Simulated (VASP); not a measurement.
Write the native input for VASP 6.6.1 that does the following.

* Task: relaxation of cell and atoms
* Functional: PBE
* Potentials or basis: VASP PAW PBE potentials, release 64 (Zn, Sn_d, S)
* Cutoff: 600 eV
* k mesh: 4 × 4 × 6
* Occupations: gaussian, width 0.1 eV
* Spin: no spin polarisation
* Dipole correction: no
* Further INCAR settings: ALGO = Normal; EDIFF = 1e-06; IBRION = 2; EDIFFG = -0.04; NSW = 90; ISIF = 3

The structure of ZnSnS2 lies in POSCAR:

```
ZnSnS2
1.0
    5.2283546400      0.0000000000      0.0000000000
    0.0000000000      5.2283546400      0.0000000000
    0.0000000000      0.0000000000      2.6950338900
Zn Sn S
1 1 2
Direct
    0.0000000000      0.0000000000      0.0000000000
    0.5000000000      0.5000000000      0.5000000000
    0.5000000000      0.0000000000      0.0000000000
    0.0000000000      0.5000000000      0.0000000000
```

These files were run (other wordings do the same):

INCAR

```
SYSTEM = ZnSnS2
ALGO = Normal
EDIFF = 1E-6
EDIFFG = -0.04
ENCUT = 600
GGA = PE
IBRION = 2
ISIF = 3
ISMEAR = 0
LASPH = .True.
LCHARG = .False.
LREAL = .False.
LWAVE = .False.
NELM = 60
NSW = 90
PREC = Accurate
SIGMA = 0.1
```

KPOINTS

```
k-points
0
Gamma
  4 4 6
  0 0 0
```

Potentials or basis: VASP PAW PBE potentials, release 64 (Zn, Sn_d, S).

Launch:

```sh
$ cat potpaw_PBE.64/Zn/POTCAR potpaw_PBE.64/Sn_d/POTCAR potpaw_PBE.64/S/POTCAR > POTCAR
$ mpirun -np 1 vasp_std > vasp.out
```

It gave:

The relaxed volume is 21.84 Å³/atom. The relaxed cell is a = 4.831 Å, b = 4.831 Å, c = 3.743 Å, α = 90.00°, β = 90.00°, γ = 90.00°. The space group after relaxing (to 0.1 Å) is P4/mmm (No. 123) and the energy gained by relaxing is 479.0 meV/atom. The ionic steps are 11. The pressure after relaxing is 0.1 GPa and the band gap on the k mesh is zero (bands 19 and 20 overlap by 1.04 eV).

Caveat: the k points lie up to 0.33 Å⁻¹ apart in the final cell, too coarse for converged energies and pressures of a metal; the volume moved by over 15 % at a fixed basis, so the end points are rough; spin-orbit coupling is left out, which moves the levels of the heavy elements.

It used 300 s of CPU time on 1 thread of Intel(R) Xeon(R) Platinum 8488C (Sapphire Rapids) (shared host).
